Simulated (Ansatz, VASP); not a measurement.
GaBiSe3 in VASP and in Ansatz

The input INCAR:

```
SYSTEM = GaBiSe3
ALGO = Normal
EDIFF = 1E-7
EDIFFG = -0.04
ENCUT = 500
GGA = PE
GGA_COMPAT = .FALSE.
IBRION = 2
ISIF = 3
ISMEAR = 0
LASPH = .TRUE.
LCHARG = .FALSE.
LREAL = .FALSE.
LWAVE = .FALSE.
NELM = 120
NELMIN = 4
NSW = 90
PREC = Accurate
SIGMA = 0.1
```

KPOINTS

```
k-points
0
G
  3 3 4
  0 0 0
```

Contents of POSCAR:

```
GaBiSe3
1.0
    7.0042500000      0.0000000000      0.0000000000
   -3.5021250000      6.0658584300      0.0000000000
    0.0000000000      0.0000000000      5.8835700000
Ga Bi Se
2 2 6
Direct
    0.0000000000      0.0000000000      0.0000000000
    0.0000000000      0.0000000000      0.5000000000
    0.3333333300      0.6666666700      0.7500000000
    0.6666666700      0.3333333300      0.2500000000
    0.8333333300      0.6666666700      0.7500000000
    0.3333333300      0.1666666700      0.7500000000
    0.8333333300      0.1666666700      0.7500000000
    0.1666666700      0.3333333300      0.2500000000
    0.6666666700      0.8333333300      0.2500000000
    0.1666666700      0.8333333300      0.2500000000
```

Input for Ansatz:

```yaml
crystal:
  lattice:
    - [7.00425, 0.0, 0.0]
    - [-3.502125, 6.06585843, 0.0]
    - [0.0, 0.0, 5.88357]
  atoms:
    - { symbol: Ga, position: [0.0, 0.0, 0.0] }
    - { symbol: Ga, position: [0.0, 0.0, 0.5] }
    - { symbol: Bi, position: [0.33333333, 0.66666667, 0.75] }
    - { symbol: Bi, position: [0.66666667, 0.33333333, 0.25] }
    - { symbol: Se, position: [0.83333333, 0.66666667, 0.75] }
    - { symbol: Se, position: [0.33333333, 0.16666667, 0.75] }
    - { symbol: Se, position: [0.83333333, 0.16666667, 0.75] }
    - { symbol: Se, position: [0.16666667, 0.33333333, 0.25] }
    - { symbol: Se, position: [0.66666667, 0.83333333, 0.25] }
    - { symbol: Se, position: [0.16666667, 0.83333333, 0.25] }
basis:
  ecutwfc: 420
kpoints:
  mp_grid: { grid: [3, 3, 4] }
hamiltonian:
  xc: pbe
scf:
  occupations: { method: gaussian, width: 0.1 }
  lower_state_search: "off"
output:
  forces: true
  stress: true
  eigenvalues: true
relax:
  adjacent_minimum: "off"
  f_tol: 0.04
  max_steps: 70
  cell: { stress_tol: 0.4 }
```

Alike in both runs: task relaxation of cell and atoms; functional PBE; k mesh 3 × 3 × 4; occupations gaussian, width 0.1 eV; no spin polarisation.

|  | VASP | Ansatz |
| --- | --- | --- |
| version | VASP 6.6.1 | Ansatz 0.2.0 |
| potentials or method | VASP PAW PBE potentials, release 64 (Ga_d, Bi_d, Se), cutoff 500 eV | scalar-relativistic, plane waves, PAW |
| valence electrons in the cell | 92 | 152 |

```tsv
	VASP	Ansatz	Ansatz less VASP
gap on the k mesh at the Fermi level, each at its own relaxed structure (eV)	none	none	-
relaxed volume (Å³/atom)	24.64	24.54	-0.106
relaxed cell length with the largest relative difference (Å)	6.859	6.799	-0.0603
```

A gap of «none» marks a metal or a gap that the smearing closes. VASP's potentials hold 92 valence electrons a cell and Ansatz's 152, so a difference there can come from the potentials and not from the codes.

Spin-orbit coupling is off throughout.
